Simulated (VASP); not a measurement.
A run of VASP 6.6.1 is set up as follows.

Contents of POSCAR:

```
SiC
1.0
    3.0751950076      0.0000000000      0.0000000000
   -1.5375975038      2.6631969982      0.0000000000
    0.0000000000      0.0000000000      5.0481668526
Si C
2 2
Direct
    0.3333333333      0.6666666667      0.0046028828
    0.6666666667      0.3333333333      0.5046028828
    0.4058721524      0.7197687678      0.3605879463
    0.6666666667      0.3333333333      0.8803971172
```

INCAR.step1

```
PREC     = Accurate       # precision mode
ENCUT    = 520            # plane-wave cutoff, eV
ISMEAR   = 0              # smearing method
SIGMA    = 0.05           # smearing width, eV
LREAL    = False          # projectors in reciprocal space
LASPH    = True           # aspherical terms in the spheres
NELM     = 80             # most SCF steps
NBANDS   = 16             # bands
GGA      = PE             # functional
ALGO     = Normal         # electronic algorithm
EDIFF    = 1E-4           # SCF threshold, eV
LWAVE    = True           # write WAVECAR
LCHARG   = False          # write CHGCAR
```

INCAR.step2

```
PREC     = Accurate       # precision mode
ENCUT    = 520            # plane-wave cutoff, eV
EDIFF    = 1E-6           # SCF threshold, eV
ISMEAR   = 0              # smearing method
SIGMA    = 0.05           # smearing width, eV
LREAL    = False          # projectors in reciprocal space
LASPH    = True           # aspherical terms in the spheres
NELM     = 80             # most SCF steps
ALGO     = Normal         # electronic algorithm
ISIF     = 2              # what is computed and relaxed
LWAVE    = False          # write WAVECAR
LCHARG   = False          # write CHGCAR
METAGGA  = R2SCAN         # meta-GGA
LMIXTAU  = True         
NBANDS   = 16             # bands
ISTART   = 1
```

KPOINTS

```
Automatic mesh
0
Gamma
  12 12 6
```

Potentials or basis: VASP PAW PBE potentials, release 64 (Si, C).

Run with:

```bash
$ cat potpaw_PBE.64/Si/POTCAR potpaw_PBE.64/C/POTCAR > POTCAR
$ cp INCAR.step1 INCAR
$ mpirun -np 1 vasp_std > vasp.out
$ cp INCAR.step2 INCAR
$ mpirun -np 1 vasp_std > vasp.out
```

Predict the band gap on the k mesh.

1.82 eV (least direct gap 4.19 eV).

Estimate the largest force.

3.418 eV/Å.

Stress tensor (GPa, compression positive):
```
-2.77 -2.64  1.31
-2.64  4.59  3.36
 1.31  3.36  5.33
```

Caveat: the cell differs from its parent crystal (atom 3 (C) moved by (+0.200, -0.100) A along [1 1 0] and z); the stress differs along the axes, from -3 to 5 GPa; the PAW data sets were made with another functional, which shifts forces and pressure a little. A k mesh can miss the band edges.
